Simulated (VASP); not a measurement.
# CdTe (CsCl type) (Pm-3m) in VASP: a series of runs, part 2 of 5

VASP 6.6.1. The steps go on from the part before.

## Step 3: Single point, PBEsol

This run uses another cell than the first one, of 25.34 Å³/atom, 1.111 times its volume.

File INCAR:

```
SYSTEM = CdTe
ALGO     = Normal         ! electronic algorithm
EDIFF    = 1E-6           ! SCF threshold, eV
ENCUT    = 520            ! plane-wave cutoff, eV
GGA      = PS             ! functional
ISIF     = 2              ! what is computed and relaxed
ISMEAR   = -1             ! smearing method
LASPH    = .True.         ! aspherical terms in the spheres
LCHARG   = .False.        ! write CHGCAR
LREAL    = .False.        ! projectors in reciprocal space
LWAVE    = .False.        ! write WAVECAR
NBANDS   = 16             ! bands
NELM     = 60             ! most SCF steps
PREC     = Accurate       ! precision mode
SIGMA    = 0.05           ! smearing width, eV
```

File KPOINTS:

```
k-points
0
Gamma
  13 13 13
  0 0 0
```

File POSCAR:

```
CdTe
1.0
    3.7006232649      0.0000000000      0.0000000000
    0.0000000000      3.7006232649      0.0000000000
    0.0000000000      0.0000000000      3.7006232649
Cd Te
1 1
Direct
    0.0000000000      0.0000000000      0.0000000000
    0.5000000000      0.5000000000      0.5000000000
```

Potentials or basis: VASP PAW PBE potentials, release 64 (Cd, Te).

On the command line:

```bash
cat potpaw_PBE.64/Cd/POTCAR potpaw_PBE.64/Te/POTCAR > POTCAR
mpirun -np 1 vasp_std > vasp.out
```

OUTCAR:

```text
SYSTEM = CdTe
   EDIFF = 1E-6
   ENCUT = 520
   GGA = PS
   ISIF = 2
   ISMEAR = -1
   LASPH = .True.
   LREAL = .False.
   NELM = 60
   PREC = Accurate

 ion  position               nearest neighbor table
   1  0.000  0.000  0.000-   2 3.20   2 3.20   2 3.20   2 3.20   2 3.20   2 3.20   2 3.20   2 3.20

   2  0.500  0.500  0.500-   1 3.20   1 3.20   1 3.20   1 3.20   1 3.20   1 3.20   1 3.20   1 3.20

  LATTYP: Found a simple cubic cell.
 ALAT       =     3.7006232649

  Lattice vectors:

 A1 = (   3.7006232649,   0.0000000000,   0.0000000000)
 A2 = (   0.0000000000,   3.7006232649,   0.0000000000)
 A3 = (   0.0000000000,   0.0000000000,   3.7006232649)

Analysis of symmetry for initial positions (statically):
=====================================================================
 Subroutine PRICEL returns:
 Original cell was already a primitive cell.

 Routine SETGRP: Setting up the symmetry group for a
 simple cubic supercell.

 Subroutine GETGRP returns: Found 48 space group operations
 (whereof 48 operations were pure point group operations)
 out of a pool of 48 trial point group operations.

The static configuration has the point symmetry O_h .

Analysis of symmetry for dynamics (positions and initial velocities):
=====================================================================
 Subroutine PRICEL returns:
 Original cell was already a primitive cell.

 Routine SETGRP: Setting up the symmetry group for a
 simple cubic supercell.

 Subroutine GETGRP returns: Found 48 space group operations
 (whereof 48 operations were pure point group operations)
 out of a pool of 48 trial point group operations.

The dynamic configuration has the point symmetry O_h .

 Subroutine INISYM returns: Found 48 space group operations
 (whereof 48 operations are pure point group operations),
 and found     1 'primitive' translations

----------------------------------------------------------------------------------------

                                     Primitive cell

  volume of cell :      50.6786

  direct lattice vectors                    reciprocal lattice vectors
     3.700623265  0.000000000  0.000000000     0.270224751  0.000000000  0.000000000
     0.000000000  3.700623265  0.000000000     0.000000000  0.270224751  0.000000000
     0.000000000  0.000000000  3.700623265     0.000000000  0.000000000  0.270224751

  length of vectors
     3.700623265  3.700623265  3.700623265     0.270224751  0.270224751  0.270224751

  position of ions in fractional coordinates (direct lattice)
     0.000000000  0.000000000  0.000000000
     0.500000000  0.500000000  0.500000000

  ion indices of the primitive-cell ions
   primitive index   ion index
                 1           1
                 2           2

----------------------------------------------------------------------------------------

 KPOINTS: k-points

Automatic generation of k-mesh.
 Grid dimensions read from file:
 generate k-points for:   13   13   13

 Generating k-lattice:

  Cartesian coordinates                     Fractional coordinates (reciprocal lattice)
     0.020786519  0.000000000  0.000000000     0.076923077  0.000000000  0.000000000
     0.000000000  0.020786519  0.000000000     0.000000000  0.076923077  0.000000000
     0.000000000  0.000000000  0.020786519     0.000000000  0.000000000  0.076923077

  Length of vectors
     0.020786519  0.020786519  0.020786519

  Shift w.r.t. Gamma in fractional coordinates (k-lattice)
     0.000000000  0.000000000  0.000000000

 Subroutine IBZKPT returns following result:
 ===========================================

 Found     84 irreducible k-points:

 Following reciprocal coordinates:
            Coordinates               Weight
  0.000000  0.000000  0.000000      1.000000
  0.076923  0.000000  0.000000      6.000000
  0.153846  0.000000  0.000000      6.000000
  0.230769  0.000000  0.000000      6.000000
  0.307692  0.000000  0.000000      6.000000
  0.384615  0.000000  0.000000      6.000000
[... 16 lines left out ...]
  0.307692  0.307692  0.000000     12.000000
  0.384615  0.307692  0.000000     24.000000
 [... further k-points ...]
   k-points           NKPTS =     84   k-points in BZ     NKDIM =     84   number of bands    NBANDS=     16
   number of dos      NEDOS =    301   number of ions     NIONS =      2
   total plane-waves  NPLWV =  21952
   dimension x,y,z NGX =    28 NGY =   28 NGZ =   28
   dimension x,y,z NGXF=    56 NGYF=   56 NGZF=   56
   ions per type =               1   1
   NGX,Y,Z   is equivalent  to a cutoff of  12.58, 12.58, 12.58 a.u.
   NGXF,Y,Z  is equivalent  to a cutoff of  25.16, 25.16, 25.16 a.u.
 SYSTEM =  CdTe
   PREC   = accura    normal or accurate (medium, high low for compatibility)
   ISTART =      0    job   : 0-new  1-cont  2-samecut
   ICHARG =      2    charge: 1-file 2-atom 10-const
   ISPIN  =      1    spin polarized calculation?
   LNONCOLLINEAR =      F non collinear calculations
   LSORBIT =      F    spin-orbit coupling
   LASPH  =      T    aspherical Exc in radial PAW
   ENCUT  =  520.0 eV  38.22 Ry    6.18 a.u.   6.88  6.88  6.88*2*pi/ulx,y,z
   NELM   =     60;   NELMIN=  2; NELMDL= -5     # of ELM steps
   EDIFF  = 0.1E-05   stopping-criterion for ELM
   LREAL  =      F    real-space projection
   EDIFFG = 0.1E-04   stopping-criterion for IOM
   NSW    =      0    number of steps for IOM
   IBRION =     -1    ionic relax: 0-MD 1-quasi-New 2-CG
   NFREE  =      0    steps in history (QN), initial steepest desc. (CG)
   ISIF   =      2    stress and relaxation
   ISYM   =      2    0-nonsym 1-usesym 2-fastsym
   POTIM  = 0.5000    time-step for ionic-motion
   TEBEG  =    0.0;   TEEND  =   0.0 temperature during run
   PSTRESS=    0.0 pullay stress
   NELECT =      18.0000    total number of electrons
   NUPDOWN=      -1.0000    fix difference up-down
   EMIN   =  10.00;   EMAX   =-10.00  energy-range for DOS
   EFERMI =   0.00;   METHOD = LEGACY
   ISMEAR =    -1;   SIGMA  =   0.05  broadening in eV -4-tet -1-fermi 0-gaus
   EFERMI_NEDOS =   21; number of points for ismear=-14 and -15
   IALGO  =     38    algorithm
   IMIX   =      4    mixing-type and parameters
     AMIX     =   0.40;   BMIX     =  1.00
     AMIX_MAG =   1.60;   BMIX_MAG =  1.00
  volume/ion in A,a.u.               =      25.34       171.00
  Fermi-wavevector in a.u.,A,eV,Ry     =   1.159376  2.190902 18.288293  1.344152
  Thomas-Fermi vector in A             =   2.295969
   LORBIT       =      0    0 simple, 1 ext, 2 COOP (PROOUT), +10 PAW based schemes
   GGA     = PS    functional components
   LHFCALC =     F    Hartree Fock is set to
   AEXX    =    0.0000 exact exchange contribution
   IVDW    =     0    specifies the selected vdW correction
   LEPSILON=     F    determine dielectric tensor
   LRPA    =     F    only Hartree local field effects (RPA)
 non-spin polarized calculation
  energy-cutoff  :      520.00
  volume of cell :       50.68
 maximum number of plane-waves:      1379
 NGX is ok and might be reduce to    28
   NGX = 13   NGY = 13   NGZ = 13

 number of electron      18.0000009 magnetization

 Free energy of the ion-electron system (eV)
  ---------------------------------------------------
  ext. energy  EPLUGINS =         0.00000000
  ---------------------------------------------------
  free energy    TOTEN  =        -4.56707376 eV

  energy without entropy =       -4.55585373  energy(sigma->0) =       -4.56146375

 E-fermi :   5.2898     XC(G=0): -10.5506

 val. band max:        5.2892754393   @ k =   0.3077   0.1538   0.0000
 cond. band min:       5.3087272239   @ k =   0.4615   0.3077   0.2308
 fundamental gap:      0.0194517846
 Fermi energy:         5.2898456764

 k-point     1 :       0.0000    0.0000    0.0000
  band No.  band energies     occupation
      1      -7.3460      2.00000
      2      -3.3071      2.00000
      3      -3.3071      2.00000
      4      -2.9901      2.00000
      5      -2.9901      2.00000
      6      -2.9901      2.00000
[... 8 lines left out ...]
     15      15.1589      0.00000
     16      18.3895      0.00000
[... 419 lines left out ...]
 k-point    24 :       0.3846    0.3077    0.0000
  band No.  band energies     occupation
      1      -6.0173      2.00000
      2      -3.2131      2.00000
      3      -3.1042      2.00000
      4      -3.0615      2.00000
      5      -2.9866      2.00000
      6      -2.9232      2.00000
[... 8 lines left out ...]
     15      15.1308      0.00000
     16      16.7291      0.00000

 [... further k-points ...]

------------------------ aborting loop because EDIFF is reached ----------------------------------------

  FORCE on cell =-STRESS in cart. coord.  units (eV):
  Direction    XX          YY          ZZ          XY          YZ          ZX
  --------------------------------------------------------------------------------------
  -------------------------------------------------------------------------------------
  Total        0.0704234      0.0704234      0.0704234     -0.0000000     -0.0000000      0.0000000
  in kB        2.2263990      2.2263990      2.2263990     -0.0000000     -0.0000000      0.0000000
  external PRESSURE =       2.2263990 kB  Pullay stress =       0.0000000 kB

 VOLUME and BASIS-vectors are now :
 -----------------------------------------------------------------------------
  energy-cutoff  :      520.00
  volume of cell :       50.68
      direct lattice vectors                 reciprocal lattice vectors
     3.700623265  0.000000000  0.000000000     0.270224751  0.000000000  0.000000000
     0.000000000  3.700623265  0.000000000     0.000000000  0.270224751  0.000000000
     0.000000000  0.000000000  3.700623265     0.000000000  0.000000000  0.270224751

 POSITION                                       TOTAL-FORCE (eV/Angst)
 -----------------------------------------------------------------------------------
      0.00000      0.00000      0.00000         0.000000      0.000000      0.000000
      1.85031      1.85031      1.85031         0.000000      0.000000      0.000000
 -----------------------------------------------------------------------------------
    total drift:                               -0.000000      0.000000     -0.000000

  FREE ENERGIE OF THE ION-ELECTRON SYSTEM (eV)
  ---------------------------------------------------
  free  energy   TOTEN  =        -4.5670737562 eV

  energy  without entropy=       -4.5558537341  energy(sigma->0) =       -4.56146375
```

It took 18 s on 1 thread of Intel Xeon 6975P-C (Granite Rapids), shared host; peak memory 0.2 GiB.

Results:

```
Free energy            : -4.5671 eV
Pressure               : 0.2 GPa
Band gap on the k mesh : zero (band 9 reaches 5.85 eV, above the bottom of band 10 at 4.29 eV)
```

Caveat: the PAW data sets were made with another functional, which shifts forces and pressure a little; spin-orbit coupling is left out, which moves the levels of the heavy elements.

(Part 2 of 5 ends here.)
